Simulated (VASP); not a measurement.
LaP (lda): relaxation of cell and atoms with LDA

LaP (lda):

```
La P
1.0
     3.24408    0.00000    0.00000
     0.00000    3.24408    0.00000
     0.00000    0.00000    3.24408
La P
1 1
Cartesian
  0.0000 0.0000 0.0000
  1.6220 1.6220 1.6220
```

| Property | Result |
| --- | --- |
| Program | VASP 6.6.1 |
| Task | relaxation of cell and atoms |
| Functional | LDA |
| Potentials or basis | VASP PAW LDA potentials, release 64 (La, P) |
| Cutoff | 500 eV |
| k mesh | 12 × 12 × 12 |
| Occupations | gaussian, width 0.1 eV |
| Spin | no spin polarisation |
| Target pressure | 40 GPa |
| Dipole correction | no |
| Further INCAR settings | ALGO = Normal; EDIFF = 1e-07; IBRION = 2; EDIFFG = -0.004; NSW = 70; ISIF = 3 |

- Relaxed volume: 17.06 Å³/atom
- Relaxed cell: a = 3.243 Å, b = 3.243 Å, c = 3.243 Å, α = 90.00°, β = 90.00°, γ = 90.00°
- Space group after relaxing (to 0.05 Å): Pm-3m (No. 221)
- Energy change on relaxing (the enthalpy is what falls): +2.9 meV/atom
- Ionic steps: 3
- Pressure after relaxing: 40.0 GPa
- Band gap on the k mesh: zero (band 8 reaches 13.44 eV, above the bottom of band 9 at 11.84 eV)

Step by step:
```tsv
step	energy change (eV)	largest force (eV/Å)	pressure (GPa)	volume (Å³)
1	0.0000	0.0000	39.87	34.14
2	0.0174	0.0000	40.32	34.07
3	0.0058	0.0000	39.99	34.12
```

Final structure:
```
La P
1.0
     3.24335    0.00000    0.00000
     0.00000    3.24335    0.00000
     0.00000    0.00000    3.24335
La P
1 1
Direct
  0.00000 0.00000 0.00000
  0.50000 0.50000 0.50000
```

Levels at points of the mesh, in eV from the Fermi level:
| k point | band 4 | band 5 | band 6 | band 7 | band 8 | band 9 | band 10 | band 11 | band 12 |
| --- | --- | --- | --- | --- | --- | --- | --- | --- | --- |
| (0.00, 0.00, 0.00) | -14.61 | -10.87 | -1.82 | -1.82 | 0.84 | 0.84 | 0.84 | 3.31 | 3.31 |
| (0.50, 0.00, 0.00) | -14.21 | -7.48 | -4.75 | -1.27 | -1.27 | -0.06 | 1.57 | 3.21 | 3.33 |
| (0.50, 0.50, 0.00) | -13.88 | -10.29 | -1.38 | -1.38 | 0.24 | 0.35 | 2.58 | 2.58 | 3.46 |
| (0.50, 0.50, 0.50) | -16.26 | -8.17 | -5.65 | -5.65 | -5.65 | 3.56 | 3.56 | 3.56 | 4.06 |

Run time: 88 s on 1 thread of Intel Xeon 8259CL (shared host), peak memory 0.18 GiB.

Caveat: the cell is relaxed towards a set pressure, so the enthalpy falls and the energy may rise; spin-orbit coupling is left out, which moves the levels of the heavy elements.
